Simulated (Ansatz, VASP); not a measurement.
**Two plane-wave programs on La2Os**

The input INCAR:

```
ALGO     = Fast           # electronic algorithm
EDIFF    = 1E-6           # SCF threshold, eV
EDIFFG   = -0.01          # ionic threshold
ENCUT    = 600            # plane-wave cutoff, eV
GGA      = PE             # functional
IBRION   = 2              # ionic algorithm
ISIF     = 3              # what is computed and relaxed
ISMEAR   = 0              # smearing method
LASPH    = True           # aspherical terms in the spheres
LCHARG   = False          # write CHGCAR
LREAL    = False          # projectors in reciprocal space
LWAVE    = False          # write WAVECAR
NELM     = 60             # most SCF steps
NSW      = 100            # ionic steps
PREC     = Accurate       # precision mode
SIGMA    = 0.1            # smearing width, eV
```

KPOINTS

```
k-points
0
Gamma
  12 12 8
```

File POSCAR:

```
La2Os
1.0
    4.2560972000      0.0000000000      0.0000000000
   -2.1280486000      3.6858883000      0.0000000000
    0.0000000000      0.0000000000      6.5150012000
La Os
2 1
Direct
    0.3333333000      0.6666667000      0.2240890000
    0.6666667000      0.3333333000      0.7759110000
    0.0000000000      0.0000000000      0.0000000000
```

Input for Ansatz:

```yaml
crystal:
  lattice:
    - [4.2560972, 0.0, 0.0]
    - [-2.1280486, 3.6858883, 0.0]
    - [0.0, 0.0, 6.5150012]
  atoms:
    - { symbol: La, position: [0.3333333, 0.6666667, 0.224089] }
    - { symbol: La, position: [0.6666667, 0.3333333, 0.775911] }
    - { symbol: Os, position: [0.0, 0.0, 0.0] }
basis:
  ecutwfc: 420
kpoints:
  mp_grid: { grid: [12, 12, 8] }
hamiltonian:
  xc: pbe
scf:
  occupations: { method: gaussian, width: 0.1 }
output:
  forces: true
  stress: true
  eigenvalues: true
  write_density: true
  write_potential: true
  elf: true
  volumetric_format: npy
relax:
  adjacent_minimum: "off"
  f_tol: 0.01
  max_steps: 80
  cell: { stress_tol: 0.05 }
```

Change from the starting cell: relaxed end of: species swapped into the Te2Rh type (P-3m1, No. 164).

Alike in both runs: task relaxation of cell and atoms; functional PBE; k mesh 12 × 12 × 8; occupations gaussian, width 0.1 eV; no spin polarisation.

```csv
,VASP,Ansatz
version,VASP 6.6.1,Ansatz 0.2.0
potentials or method,"VASP PAW PBE potentials, release 64 (La, Os), cutoff 600 eV","scalar-relativistic, plane waves, PAW"
valence electrons in the cell,30,38
```

VASP gave:

| Item | Value |
| --- | --- |
| gap on the k mesh at the Fermi level, each at its own relaxed structure (eV) | none |
| relaxed volume (Å³/atom) | 34.12 |
| relaxed cell length with the largest relative difference (Å) | 4.258 |

Question: Estimate Ansatz's values.

Answer: gap on the k mesh at the Fermi level, each at its own relaxed structure (eV): none; relaxed volume (Å³/atom): 34.07; relaxed cell length with the largest relative difference (Å): 4.256.

A gap of «none» marks a metal or a gap that the smearing closes. VASP's potentials hold 30 valence electrons a cell and Ansatz's 38, so a difference there can come from the potentials and not from the codes.

Neither program's run includes spin-orbit coupling.
